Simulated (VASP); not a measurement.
Sn8O, 9 atoms in the cell. The cell holds a slab with vacuum, 9 atoms: a = 4.626 Å, b = 6.542 Å, c = 25.938 Å, α = 90.00°, β = 90.00°, γ = 90.00°. 

| Quantity | Value |
| --- | --- |
| Program | VASP 6.6.1 |
| Task | single point |
| Functional | PBEsol |
| Potentials or basis | VASP PAW PBE potentials, release 64 (Sn_d, O) |
| Cutoff | 520 eV |
| k mesh | 6 × 5 × 1 |
| Occupations | fermi-dirac, width 0.1 eV |
| Spin | no spin polarisation |
| Dipole correction | yes |
| Further INCAR settings | ALGO = Normal; EDIFF = 1e-06; NBANDS = 69 |

Potentials or basis: VASP PAW PBE potentials, release 64 (Sn_d, O).

The run is started by

```bash
$ cat potpaw_PBE.64/Sn_d/POTCAR potpaw_PBE.64/O/POTCAR > POTCAR
$ mpirun -np 1 vasp_std > vasp.out
```

Hardware: 1 thread of Intel(R) Xeon(R) 6975P-C (Granite Rapids), on a shared host.

**Question.** Estimate the wall time of this run.

**Answer.** Wall time 18 min on 1 thread of Intel(R) Xeon(R) 6975P-C (Granite Rapids) (shared host), peak memory 1.1 GiB. Counts: scf iterations 29, k points 16.
